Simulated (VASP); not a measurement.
# MnO2 in VASP: single point with PBE

Aim: the single point of MnO2 with PBE.

Everything below comes from runs of VASP 6.6.1. Logs are shortened: lines on timing, memory, paths and dates and some standing lists are left out, and cuts for length are marked.

## Step 1: The cell of the first run

The cell holds a sheet with vacuum, 3 atoms: a = 2.877 Å, b = 2.877 Å, c = 28.157 Å, α = 90.00°, β = 90.00°, γ = 120.00°.

The cell was generated, and may not be a known phase.

## Step 2: Single point, PBE, collinear spin, ferromagnetic start

Input file INCAR:

```
  PREC = Accurate
  ENCUT = 520
  EDIFF = 1E-6
  ISMEAR = 0
  SIGMA = 0.02
  LREAL = False
  LASPH = True
  NELM = 200
  ALGO = Normal
  ISIF = 2
  LWAVE = False
  LCHARG = False
  ISPIN = 2
  MAGMOM = 2.77 0 0
  LORBIT = 11
  LMAXMIX = 4
  LDIPOL = True
  IDIPOL = 3
  DIPOL = 0.5 0.5 0.301
  GGA = PE
  NBANDS = 24
  GGA_COMPAT = False
  NELMDL = -8
```

Input file KPOINTS:

```
regular mesh
0
Gamma
  12 12 1
```

Input file POSCAR:

```
MnO2
1.0
    2.8770382846      0.0000000000      0.0000000000
   -1.4385191423      2.4915882422      0.0000000000
    0.0000000000      0.0000000000     28.1568184800
Mn O
1 2
Direct
    0.6666666667      0.3333333333      0.3014276469
    0.0000000000      0.0000000000      0.3353393078
    0.3333333333      0.6666666667      0.2675159860
```

Potentials or basis: VASP PAW PBE potentials, release 64 (Mn_sv, O).

Started as:

```console
$ cat potpaw_PBE.64/Mn_sv/POTCAR potpaw_PBE.64/O/POTCAR > POTCAR
$ mpirun -np 1 vasp_std > vasp.out
```

OUTCAR:

```text
PREC = Accurate
   ENCUT = 520
   EDIFF = 1E-6
   ISMEAR = 0
   LREAL = False
   LASPH = True
   NELM = 200
   ISIF = 2
   ISPIN = 2
   LORBIT = 11
   GGA = PE
   NELMDL = -8

 ion  position               nearest neighbor table
   1  0.667  0.333  0.301-   2 1.92   3 1.92   3 1.92   2 1.92   2 1.92   3 1.92
   2  0.000  0.000  0.335-   1 1.92   1 1.92   1 1.92
   3  0.333  0.667  0.268-   1 1.92   1 1.92   1 1.92

  LATTYP: Found a hexagonal cell.
 ALAT       =     2.8770382846
 C/A-ratio  =     9.7867375039

  Lattice vectors:

 A1 = (   2.8770382846,   0.0000000000,   0.0000000000)
 A2 = (  -1.4385191423,   2.4915882422,   0.0000000000)
 A3 = (   0.0000000000,   0.0000000000,  28.1568184800)

Analysis of symmetry for initial positions (statically):
=====================================================================
 Subroutine PRICEL returns:
 Original cell was already a primitive cell.

 Routine SETGRP: Setting up the symmetry group for a
 hexagonal supercell.

 Subroutine GETGRP returns: Found 12 space group operations
 (whereof  6 operations were pure point group operations)
 out of a pool of 24 trial point group operations.

The static configuration has the point symmetry C_3v.
 The point group associated with its full space group is D_3d.

Analysis of symmetry for dynamics (positions and initial velocities):
=====================================================================
 Subroutine PRICEL returns:
 Original cell was already a primitive cell.

 Routine SETGRP: Setting up the symmetry group for a
 hexagonal supercell.

 Subroutine GETGRP returns: Found 12 space group operations
 (whereof  6 operations were pure point group operations)
 out of a pool of 24 trial point group operations.

The dynamic configuration has the point symmetry C_3v.
 The point group associated with its full space group is D_3d.

Analysis of structural, dynamic, and magnetic symmetry:
=====================================================================
 Subroutine PRICEL returns:
 Original cell was already a primitive cell.

 Routine SETGRP: Setting up the symmetry group for a
 hexagonal supercell.

 Subroutine GETGRP returns: Found 12 space group operations
 (whereof  6 operations were pure point group operations)
 out of a pool of 24 trial point group operations.

The overall configuration has the point symmetry C_3v.
 The point group associated with its full space group is D_3d.

 Subroutine INISYM returns: Found 12 space group operations
 (whereof  6 operations are pure point group operations),
 and found     1 'primitive' translations

----------------------------------------------------------------------------------------

                                     Primitive cell

  volume of cell :     201.8392

  direct lattice vectors                    reciprocal lattice vectors
     2.877038285  0.000000000  0.000000000     0.347579664  0.200675213  0.000000000
    -1.438519142  2.491588242  0.000000000     0.000000000  0.401350425  0.000000000
     0.000000000  0.000000000 28.156818480     0.000000000  0.000000000  0.035515376

  length of vectors
     2.877038285  2.877038285 28.156818480     0.401350425  0.401350425  0.035515376

  position of ions in fractional coordinates (direct lattice)
     0.666666667  0.333333333  0.301427647
     0.000000000  0.000000000  0.335339308
     0.333333333  0.666666667  0.267515986

  ion indices of the primitive-cell ions
   primitive index   ion index
                 1           1
                 2           2
                 3           3

----------------------------------------------------------------------------------------

 KPOINTS: regular mesh

Automatic generation of k-mesh.
 Grid dimensions read from file:
 generate k-points for:   12   12    1

 Generating k-lattice:

  Cartesian coordinates                     Fractional coordinates (reciprocal lattice)
     0.028964972  0.016722934  0.000000000     0.083333333  0.000000000  0.000000000
     0.000000000  0.033445869  0.000000000     0.000000000  0.083333333  0.000000000
     0.000000000  0.000000000  0.035515376     0.000000000  0.000000000  1.000000000

  Length of vectors
     0.033445869  0.033445869  0.035515376

  Shift w.r.t. Gamma in fractional coordinates (k-lattice)
     0.000000000  0.000000000  0.000000000

 Subroutine IBZKPT returns following result:
 ===========================================

 Found     19 irreducible k-points:

 Following reciprocal coordinates:
            Coordinates               Weight
  0.000000  0.000000  0.000000      1.000000
  0.083333  0.000000  0.000000      6.000000
  0.166667  0.000000  0.000000      6.000000
  0.250000  0.000000  0.000000      6.000000
  0.333333  0.000000  0.000000      6.000000
  0.416667  0.000000  0.000000      6.000000
[... 11 lines left out ...]
  0.333333  0.250000  0.000000     12.000000
  0.333333  0.333333  0.000000      2.000000
   k-points           NKPTS =     19   k-points in BZ     NKDIM =     19   number of bands    NBANDS=     24
   number of dos      NEDOS =    301   number of ions     NIONS =      3
   total plane-waves  NPLWV = 120960
   dimension x,y,z NGX =    24 NGY =   24 NGZ =  210
   dimension x,y,z NGXF=    48 NGYF=   48 NGZF=  420
   ions per type =               1   2
   NGX,Y,Z   is equivalent  to a cutoff of  13.87, 13.87, 12.40 a.u.
   NGXF,Y,Z  is equivalent  to a cutoff of  27.74, 27.74, 24.80 a.u.
 SYSTEM =  unknown system
   PREC   = accura    normal or accurate (medium, high low for compatibility)
   ISTART =      0    job   : 0-new  1-cont  2-samecut
   ICHARG =      2    charge: 1-file 2-atom 10-const
   ISPIN  =      2    spin polarized calculation?
   LNONCOLLINEAR =      F non collinear calculations
   LSORBIT =      F    spin-orbit coupling
   LASPH  =      T    aspherical Exc in radial PAW
   ENCUT  =  520.0 eV  38.22 Ry    6.18 a.u.   5.35  5.35 52.35*2*pi/ulx,y,z
   NELM   =    200;   NELMIN=  2; NELMDL= -8     # of ELM steps
   EDIFF  = 0.1E-05   stopping-criterion for ELM
   LREAL  =      F    real-space projection
   EDIFFG = 0.1E-04   stopping-criterion for IOM
   NSW    =      0    number of steps for IOM
   IBRION =     -1    ionic relax: 0-MD 1-quasi-New 2-CG
   NFREE  =      0    steps in history (QN), initial steepest desc. (CG)
   ISIF   =      2    stress and relaxation
   ISYM   =      2    0-nonsym 1-usesym 2-fastsym
   POTIM  = 0.5000    time-step for ionic-motion
   TEBEG  =    0.0;   TEEND  =   0.0 temperature during run
   PSTRESS=    0.0 pullay stress
   NELECT =      27.0000    total number of electrons
   NUPDOWN=      -1.0000    fix difference up-down
   EMIN   =  10.00;   EMAX   =-10.00  energy-range for DOS
   EFERMI =   0.00;   METHOD = LEGACY
   ISMEAR =     0;   SIGMA  =   0.02  broadening in eV -4-tet -1-fermi 0-gaus
   EFERMI_NEDOS =   21; number of points for ismear=-14 and -15
   IALGO  =     38    algorithm
   IMIX   =      4    mixing-type and parameters
     AMIX     =   0.40;   BMIX     =  1.00
     AMIX_MAG =   1.60;   BMIX_MAG =  1.00
  volume/ion in A,a.u.               =      67.28       454.03
  Fermi-wavevector in a.u.,A,eV,Ry     =   0.837261  1.582194  9.537768  0.701006
  Thomas-Fermi vector in A             =   1.951122
   LORBIT       =     11    0 simple, 1 ext, 2 COOP (PROOUT), +10 PAW based schemes
   GGA     = PE    functional components
   LHFCALC =     F    Hartree Fock is set to
   AEXX    =    0.0000 exact exchange contribution
   IVDW    =     0    specifies the selected vdW correction
   LEPSILON=     F    determine dielectric tensor
   LRPA    =     F    only Hartree local field effects (RPA)
 spin polarized calculation
 Gauss-broadening in eV      SIGMA  =   0.02
  energy-cutoff  :      520.00
  volume of cell :      201.84
 maximum number of plane-waves:      5481
 NGX is ok and might be reduce to    24
   NGX = 11   NGY = 11   NGZ =105

 dipolmoment           0.000000      0.000000      0.000000 electrons x Angstroem

 number of electron      27.0000019 magnetization       2.9999398

 dipolmoment           0.000000      0.000000     -0.000000 electrons x Angstroem

 Free energy of the ion-electron system (eV)
  ---------------------------------------------------
  ext. energy  EPLUGINS =         0.00000000
  ---------------------------------------------------
  free energy    TOTEN  =       -24.03305902 eV

  energy without entropy =      -24.03305902  energy(sigma->0) =      -24.03305902

 E-fermi :  -5.6748     XC(G=0):  -2.0640

 val. band max:       -5.8129255786   @ k =   0.0833   0.0000   0.0000
 cond. band min:      -4.7194854468   @ k =   0.0000   0.0000   0.0000
 fundamental gap:      1.0934401319
 Fermi energy:        -5.6748401833

 spin component 1

 k-point     1 :       0.0000    0.0000    0.0000
  band No.  band energies     occupation
      1     -87.2224      1.00000
      2     -55.8599      1.00000
      3     -55.8532      1.00000
      4     -55.8532      1.00000
      5     -25.0225      1.00000
      6     -22.9303      1.00000
[... 502 lines left out ...]
     23       9.1112      0.00000
     24       9.8989      0.00000
 Fermi energy:        -5.6748401833

 spin component 2

 k-point     1 :       0.0000    0.0000    0.0000
  band No.  band energies     occupation
      1     -84.0080      1.00000
      2     -52.7693      1.00000
      3     -52.7693      1.00000
      4     -52.5965      1.00000
      5     -24.8786      1.00000
      6     -22.8354      1.00000
[... 502 lines left out ...]
     23       9.3041      0.00000
     24       9.9544      0.00000

------------------------ aborting loop because EDIFF is reached ----------------------------------------

 vacuum level on the upper side and lower side of the slab       (xc-potential included)        -0.076        -0.073

  FORCE on cell =-STRESS in cart. coord.  units (eV):
  Direction    XX          YY          ZZ          XY          YZ          ZX
  --------------------------------------------------------------------------------------
  -------------------------------------------------------------------------------------
  Total       -0.2775130     -0.2775130     -0.3197384      0.0000000      0.0000000     -0.0000000
  in kB       -2.2028673     -2.2028673     -2.5380485      0.0000000      0.0000000     -0.0000000
  external PRESSURE =      -2.3145944 kB  Pullay stress =       0.0000000 kB

 VOLUME and BASIS-vectors are now :
 -----------------------------------------------------------------------------
  energy-cutoff  :      520.00
  volume of cell :      201.84
      direct lattice vectors                 reciprocal lattice vectors
     2.877038285  0.000000000  0.000000000     0.347579664  0.200675213  0.000000000
    -1.438519142  2.491588242  0.000000000     0.000000000  0.401350425  0.000000000
     0.000000000  0.000000000 28.156818480     0.000000000  0.000000000  0.035515376

 POSITION                                       TOTAL-FORCE (eV/Angst)
 -----------------------------------------------------------------------------------
      1.43852      0.83053      8.48724        -0.000000      0.000000     -0.000000
      0.00000      0.00000      9.44209         0.000000      0.000000     -0.009972
     -0.00000      1.66106      7.53240        -0.000000      0.000000      0.009972
 -----------------------------------------------------------------------------------
    total drift:                               -0.000000      0.000000      0.000482

  FREE ENERGIE OF THE ION-ELECTRON SYSTEM (eV)
  ---------------------------------------------------
  free  energy   TOTEN  =       -24.0330590165 eV

  energy  without entropy=      -24.0330590165  energy(sigma->0) =      -24.03305902

 vacuum level on the upper side and lower side of the slab         1.816         1.815

 total charge

# of ion       s       p       d       tot
------------------------------------------
    1        2.194   6.102   4.435  12.731
    2        1.581   3.409   0.000   4.990
    3        1.581   3.409   0.000   4.990
--------------------------------------------------
tot          5.356  12.920   4.435  22.711

 magnetization (x)

# of ion       s       p       d       tot
------------------------------------------
    1        0.023   0.017   2.695   2.736
    2        0.003   0.031   0.000   0.035
    3        0.003   0.031   0.000   0.035
--------------------------------------------------
tot          0.030   0.080   2.695   2.805
```

It took 12 min on 1 thread of Intel Xeon Platinum 8259CL at 2.50GHz (Skylake/Cascade Lake), shared host; peak memory 0.5 GiB.

What came out:

```
Free energy                                           : -24.0331 eV
Largest force                                         : 0.010 eV/Å
Band gap on the k mesh                                : 1.09 eV (least direct gap 1.13 eV)
Net moment                                            : 3.00 μB per cell
Site moments                                          : Mn +2.74; O +0.04 μB
Valence electrons inside the program's atomic spheres : Mn 12.73; O 4.99
```

Forces in eV/Å, atoms in the order of the input:
```
Mn   0.000  0.000  0.000
O    0.000  0.000 -0.010
O    0.000  0.000  0.010
```
